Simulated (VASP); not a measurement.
# P (P4/mmm) in VASP: notebook, part 2 of 3

VASP 6.6.1. The steps go on from the part before.

### 3 Relaxation of shape and atoms at fixed volume, PBE (volume scaled by 0.97)

Input file INCAR:

```
SYSTEM = P
ALGO = Normal
EDIFF = 1E-6
EDIFFG = -0.01
ENCUT = 600
GGA = PE
IBRION = 2
ISIF = 4
ISMEAR = 0
LASPH = .True.
LCHARG = .False.
LREAL = .False.
LWAVE = .False.
NELM = 60
NSW = 50
PREC = Accurate
SIGMA = 0.1
```

Input file KPOINTS:

```
k-points
0
Gamma
  22 22 24
  0 0 0
```

Input file POSCAR:

```
P
1.0
    2.4225798253      0.0000000000      0.0000000000
    0.0000000000      2.4225798253      0.0000000000
    0.0000000000      0.0000000000      2.4150090119
P
1
Direct
    0.0000000000      0.0000000000      0.5000000000
```

Potentials or basis: VASP PAW PBE potentials, release 64 (P).

Command:

```console
$ cat potpaw_PBE.64/P/POTCAR > POTCAR
$ mpirun -np 1 vasp_std > vasp.out
```

It took 61 s on 1 thread of Intel Xeon 6975P-C (Granite Rapids), shared host; peak memory 0.2 GiB.

Results (log left out):

```yaml
Free_energy: -5.2696 eV
Energy_gained_by_relaxing: 0.0 meV/atom
Ionic_steps: 2
Pressure_after_relaxing: 3.5 GPa
```

Final structure:
```
P
1.0
     2.42118    0.00000    0.00000
     0.00000    2.42118    0.00000
     0.00000    0.00000    2.41779
P
1
Cartesian
  0.0000 0.0000 1.2089
```

Levels at points of the mesh, in eV from the Fermi level:
```
           k point  band 1  band 2  band 3  band 4  band 5  band 6
(0.00, 0.00, 0.00)  -16.76    5.16    5.16    5.22    6.77    6.79
(0.50, 0.00, 0.00)  -12.31   -8.88    8.09    8.15    9.40   14.48
(0.50, 0.50, 0.00)   -7.47   -5.39   -5.39    0.84   10.87   17.11
(0.00, 0.00, 0.50)  -12.28   -8.89    8.11    8.11    9.41   14.47
(0.50, 0.00, 0.50)   -7.43   -5.40   -5.37    0.84   10.83   17.06
(0.50, 0.50, 0.50)   -2.22   -2.19   -2.19   -1.33    4.60    4.60
```

### 4 Relaxation of shape and atoms at fixed volume, PBE (volume scaled by 1.03)

Input file INCAR:

```
ALGO = Normal
EDIFF = 1E-6
EDIFFG = -0.01
ENCUT = 600
GGA = PE
IBRION = 2
ISIF = 4
ISMEAR = 0
LASPH = True
LCHARG = False
LREAL = False
LWAVE = False
NELM = 60
NSW = 50
PREC = Accurate
SIGMA = 0.1
```

Input file KPOINTS:

```
k-points
0
Gamma
  22 22 24
```

Input file POSCAR:

```
P
1.0
    2.4715340213      0.0000000000      0.0000000000
    0.0000000000      2.4715340213      0.0000000000
    0.0000000000      0.0000000000      2.4638102209
P
1
Direct
    0.0000000000      0.0000000000      0.5000000000
```

Potentials or basis: VASP PAW PBE potentials, release 64 (P).

Command:

```console
$ cat potpaw_PBE.64/P/POTCAR > POTCAR
$ mpirun -np 1 vasp_std > vasp.out
```

OUTCAR:

```text
EDIFF = 1E-6
   EDIFFG = -0.01
   ENCUT = 600
   GGA = PE
   IBRION = 2
   ISIF = 4
   ISMEAR = 0
   LASPH = True
   LREAL = False
   NELM = 60
   NSW = 50
   PREC = Accurate

 ion  position               nearest neighbor table
   1  0.000  0.000  0.500-

  LATTYP: Found a simple tetragonal cell.
 ALAT       =     2.4715340213
 C/A-ratio  =     0.9968748962

  Lattice vectors:

 A1 = (   2.4715340213,   0.0000000000,   0.0000000000)
 A2 = (   0.0000000000,   2.4715340213,   0.0000000000)
 A3 = (   0.0000000000,   0.0000000000,   2.4638102209)

Analysis of symmetry for initial positions (statically):
=====================================================================
 Subroutine PRICEL returns:
 Original cell was already a primitive cell.

 Routine SETGRP: Setting up the symmetry group for a
 simple tetragonal supercell.

 Subroutine GETGRP returns: Found 16 space group operations
 (whereof 16 operations were pure point group operations)
 out of a pool of 16 trial point group operations.

The static configuration has the point symmetry D_4h.

Analysis of symmetry for dynamics (positions and initial velocities):
=====================================================================
 Subroutine PRICEL returns:
 Original cell was already a primitive cell.

 Routine SETGRP: Setting up the symmetry group for a
 simple tetragonal supercell.

 Subroutine GETGRP returns: Found 16 space group operations
 (whereof 16 operations were pure point group operations)
 out of a pool of 16 trial point group operations.

The dynamic configuration has the point symmetry D_4h.

 Subroutine INISYM returns: Found 16 space group operations
 (whereof 16 operations are pure point group operations),
 and found     1 'primitive' translations

----------------------------------------------------------------------------------------

                                     Primitive cell

  volume of cell :      15.0501

  direct lattice vectors                    reciprocal lattice vectors
     2.471534021  0.000000000  0.000000000     0.404607014  0.000000000  0.000000000
     0.000000000  2.471534021  0.000000000     0.000000000  0.404607014  0.000000000
     0.000000000  0.000000000  2.463810221     0.000000000  0.000000000  0.405875417

  length of vectors
     2.471534021  2.471534021  2.463810221     0.404607014  0.404607014  0.405875417

  position of ions in fractional coordinates (direct lattice)
     0.000000000  0.000000000  0.500000000

  ion indices of the primitive-cell ions
   primitive index   ion index
                 1           1

----------------------------------------------------------------------------------------

 KPOINTS: k-points

Automatic generation of k-mesh.
 Grid dimensions read from file:
 generate k-points for:   22   22   24

 Generating k-lattice:

  Cartesian coordinates                     Fractional coordinates (reciprocal lattice)
     0.018391228  0.000000000  0.000000000     0.045454545  0.000000000  0.000000000
     0.000000000  0.018391228  0.000000000     0.000000000  0.045454545  0.000000000
     0.000000000  0.000000000  0.016911476     0.000000000  0.000000000  0.041666667

  Length of vectors
     0.018391228  0.018391228  0.016911476

  Shift w.r.t. Gamma in fractional coordinates (k-lattice)
     0.000000000  0.000000000  0.000000000

 Subroutine IBZKPT returns following result:
 ===========================================

 Found   1014 irreducible k-points:

 Following reciprocal coordinates:
            Coordinates               Weight
  0.000000  0.000000  0.000000      1.000000
  0.045455  0.000000  0.000000      4.000000
  0.090909  0.000000  0.000000      4.000000
  0.136364  0.000000  0.000000      4.000000
  0.181818  0.000000  0.000000      4.000000
  0.227273  0.000000  0.000000      4.000000
[... 16 lines left out ...]
  0.500000  0.045455  0.000000      4.000000
  0.090909  0.090909  0.000000      4.000000
 [... further k-points ...]
   k-points           NKPTS =   1014   k-points in BZ     NKDIM =   1014   number of bands    NBANDS=      6
   number of dos      NEDOS =    301   number of ions     NIONS =      1
   total plane-waves  NPLWV =   8000
   dimension x,y,z NGX =    20 NGY =   20 NGZ =   20
   dimension x,y,z NGXF=    40 NGYF=   40 NGZF=   40
   ions per type =               1
   NGX,Y,Z   is equivalent  to a cutoff of  13.45, 13.45, 13.50 a.u.
   NGXF,Y,Z  is equivalent  to a cutoff of  26.91, 26.91, 26.99 a.u.
 SYSTEM =  unknown system
   PREC   = accura    normal or accurate (medium, high low for compatibility)
   ISTART =      0    job   : 0-new  1-cont  2-samecut
   ICHARG =      2    charge: 1-file 2-atom 10-const
   ISPIN  =      1    spin polarized calculation?
   LNONCOLLINEAR =      F non collinear calculations
   LSORBIT =      F    spin-orbit coupling
   LASPH  =      T    aspherical Exc in radial PAW
   ENCUT  =  600.0 eV  44.10 Ry    6.64 a.u.   4.94  4.94  4.92*2*pi/ulx,y,z
   NELM   =     60;   NELMIN=  2; NELMDL= -5     # of ELM steps
   EDIFF  = 0.1E-05   stopping-criterion for ELM
   LREAL  =      F    real-space projection
   EDIFFG = -.1E-01   stopping-criterion for IOM
   NSW    =     50    number of steps for IOM
   IBRION =      2    ionic relax: 0-MD 1-quasi-New 2-CG
   NFREE  =      1    steps in history (QN), initial steepest desc. (CG)
   ISIF   =      4    stress and relaxation
   ISYM   =      2    0-nonsym 1-usesym 2-fastsym
   POTIM  = 0.5000    time-step for ionic-motion
   TEBEG  =    0.0;   TEEND  =   0.0 temperature during run
   PSTRESS=    0.0 pullay stress
   NELECT =       5.0000    total number of electrons
   NUPDOWN=      -1.0000    fix difference up-down
   EMIN   =  10.00;   EMAX   =-10.00  energy-range for DOS
   EFERMI =   0.00;   METHOD = LEGACY
   ISMEAR =     0;   SIGMA  =   0.10  broadening in eV -4-tet -1-fermi 0-gaus
   EFERMI_NEDOS =   21; number of points for ismear=-14 and -15
   IALGO  =     38    algorithm
   IMIX   =      4    mixing-type and parameters
     AMIX     =   0.40;   BMIX     =  1.00
     AMIX_MAG =   1.60;   BMIX_MAG =  1.00
  volume/ion in A,a.u.               =      15.05       101.56
  Fermi-wavevector in a.u.,A,eV,Ry     =   1.133839  2.142645 17.491523  1.285591
  Thomas-Fermi vector in A             =   2.270542
   LORBIT       =      0    0 simple, 1 ext, 2 COOP (PROOUT), +10 PAW based schemes
   GGA     = PE    functional components
   LHFCALC =     F    Hartree Fock is set to
   AEXX    =    0.0000 exact exchange contribution
   IVDW    =     0    specifies the selected vdW correction
   LEPSILON=     F    determine dielectric tensor
   LRPA    =     F    only Hartree local field effects (RPA)
 conjugate gradient relaxation of ions
 non-spin polarized calculation
 Gauss-broadening in eV      SIGMA  =   0.10
  energy-cutoff  :      600.00
  volume of cell :       15.05
 maximum number of plane-waves:       516
 NGX is ok and might be reduce to    20
   NGX =  9   NGY =  9   NGZ =  9

--------------------------------------- Ionic step        1  -------------------------------------------

 number of electron       5.0000000 magnetization

 Free energy of the ion-electron system (eV)
  ---------------------------------------------------
  ext. energy  EPLUGINS =         0.00000000
  ---------------------------------------------------
  free energy    TOTEN  =        -5.26914714 eV

  energy without entropy =       -5.26728775  energy(sigma->0) =       -5.26821745

------------------------ aborting loop because EDIFF is reached ----------------------------------------

  FORCE on cell =-STRESS in cart. coord.  units (eV):
  Direction    XX          YY          ZZ          XY          YZ          ZX
  --------------------------------------------------------------------------------------
  -------------------------------------------------------------------------------------
  Total       -0.2762575     -0.2762575     -0.3278632      0.0000000     -0.0000000     -0.0000000
  in kB      -29.4092720    -29.4092720    -34.9030101      0.0000000     -0.0000000     -0.0000000
  external PRESSURE =     -31.2405180 kB  Pullay stress =       0.0000000 kB
[... 57 lines left out ...]
--------------------------------------- Ionic step        3  -------------------------------------------

 number of electron       5.0000000 magnetization

 Free energy of the ion-electron system (eV)
  ---------------------------------------------------
  ext. energy  EPLUGINS =         0.00000000
  ---------------------------------------------------
  free energy    TOTEN  =        -5.26921016 eV

  energy without entropy =       -5.26735382  energy(sigma->0) =       -5.26828199

 E-fermi :   9.1622     XC(G=0): -11.1327

 val. band max:        9.1607963750   @ k =   0.2273   0.2273   0.3333
 cond. band min:       9.1642611252   @ k =   0.4545   0.4091   0.4583
 fundamental gap:      0.0034647502
 Fermi energy:         9.1622397993

 k-point     1 :       0.0000    0.0000    0.0000
  band No.  band energies     occupation
      1      -6.9895      2.00000
      2      13.9288      0.00000
      3      13.9288      0.00000
      4      14.1978      0.00000
      5      15.9912      0.00000
      6      16.0633      0.00000
[... 199 lines left out ...]
 k-point    24 :       0.0909    0.0909    0.0000
  band No.  band energies     occupation
      1      -6.6250      2.00000
      2      11.2573      0.00000
      3      12.1102      0.00000
      4      14.4810      0.00000
      5      17.4789      0.00000
      6      19.3117      0.00000

 [... further k-points ...]
[... 5 lines left out ...]
  --------------------------------------------------------------------------------------
  -------------------------------------------------------------------------------------
  Total       -0.2890112     -0.2890112     -0.2899300      0.0000000      0.0000000     -0.0000000
  in kB      -30.7669795    -30.7669795    -30.8647904      0.0000000      0.0000000     -0.0000000
  external PRESSURE =     -30.7995831 kB  Pullay stress =       0.0000000 kB
[... 16 lines left out ...]
  FREE ENERGIE OF THE ION-ELECTRON SYSTEM (eV)
  ---------------------------------------------------
  free  energy   TOTEN  =        -5.2692101565 eV

  energy  without entropy=       -5.2673538237  energy(sigma->0) =       -5.26828199

 reached required accuracy - stopping structural energy minimisation
```

OSZICAR:

```text
N       E                     dE             d eps       ncg     rms          rms(c)
DAV:   1     0.591506319660E+01    0.59151E+01   -0.22519E+03 12300   0.703E+02
DAV:   2    -0.511285756608E+01   -0.11028E+02   -0.10487E+02 17502   0.760E+01
[... 14 lines left out ...]
   2 F= -.52692040E+01 E0= -.52682746E+01  d E =-.568252E-04
       N       E                     dE             d eps       ncg     rms          rms(c)
DAV:   1    -0.526922132998E+01   -0.17628E-04   -0.80576E-04 14346   0.198E-01    0.168E-02
DAV:   2    -0.526921397564E+01    0.73543E-05   -0.27338E-05 14772   0.470E-02    0.877E-03
DAV:   3    -0.526921011263E+01    0.38630E-05   -0.11716E-05 14598   0.237E-02    0.140E-03
DAV:   4    -0.526921015647E+01   -0.43840E-07   -0.63078E-07  7734   0.780E-03
   3 F= -.52692102E+01 E0= -.52682820E+01  d E =-.630126E-04
```

Run time: 78 s. Hardware: 1 thread of Intel Xeon 6975P-C (Granite Rapids), shared host; peak memory 0.21 GiB.

What came out:

```yaml
Free_energy: -5.2692 eV
Energy_gained_by_relaxing: 0.1 meV/atom
Ionic_steps: 3
Pressure_after_relaxing: -3.1 GPa
```

Final structure:
```
P
1.0
     2.47443    0.00000    0.00000
     0.00000    2.47443    0.00000
     0.00000    0.00000    2.45804
P
1
Direct
  0.00000 0.00000 0.50000
```

### 5 Relaxation of shape and atoms at fixed volume, PBE (volume scaled by 1.06)

Input file INCAR:

```
PREC = Accurate
ENCUT = 600
EDIFF = 1E-6
ISMEAR = 0
SIGMA = 0.1
LREAL = False
LASPH = True
NELM = 80
ALGO = Normal
ISIF = 4
LWAVE = False
LCHARG = False
GGA = PE
IBRION = 2
NSW = 50
EDIFFG = -0.01
```

Input file KPOINTS:

```
regular mesh
0
Gamma
  22 22 24
```

Input file POSCAR:

```
P
1.0
    2.4982048953      0.0000000000      0.0000000000
    0.0000000000      2.4982048953      0.0000000000
    0.0000000000      0.0000000000      2.4817210765
P
1
Direct
    0.0000000000      0.0000000000      0.5000000000
```

Command:

```console
$ cat potpaw_PBE.64/P/POTCAR > POTCAR
$ mpirun -np 1 vasp_std > vasp.out
```

Wall time 62 s (1 thread of Intel Xeon 6975P-C (Granite Rapids), shared host); peak memory 0.21 GiB.

The run converged. Its results:

- Free energy: -5.2576 eV
- Energy gained by relaxing: 0.1 meV/atom
- Ionic steps: 2
- Pressure after relaxing: -5.4 GPa

Stress tensor (GPa, compression positive):
```
-5.36  0.00  0.00
 0.00 -5.36  0.00
 0.00  0.00 -5.50
```

Final structure:
```xyz
1
Lattice="2.5004 0.0000 0.0000 0.0000 2.5004 0.0000 0.0000 0.0000 2.4773" Properties=species:S:1:pos:R:3 pbc="T T T"
P     0.0000    0.0000    1.2386
```

Levels at points of the mesh, in eV from the Fermi level:
```csv
k point,band 1,band 2,band 3,band 4,band 5,band 6
"(0.00, 0.00, 0.00)",-15.86,4.60,4.60,4.96,6.87,6.96
"(0.50, 0.00, 0.00)",-11.91,-8.10,7.13,7.48,9.33,14.05
"(0.50, 0.50, 0.00)",-7.67,-4.97,-4.97,1.39,9.80,16.42
"(0.00, 0.00, 0.50)",-11.73,-8.13,7.25,7.25,9.39,14.00
"(0.50, 0.00, 0.50)",-7.47,-5.02,-4.84,1.40,9.57,16.39
"(0.50, 0.50, 0.50)",-2.30,-2.21,-2.02,-2.02,4.87,4.87
```

(Continued in part 3 of 3.)
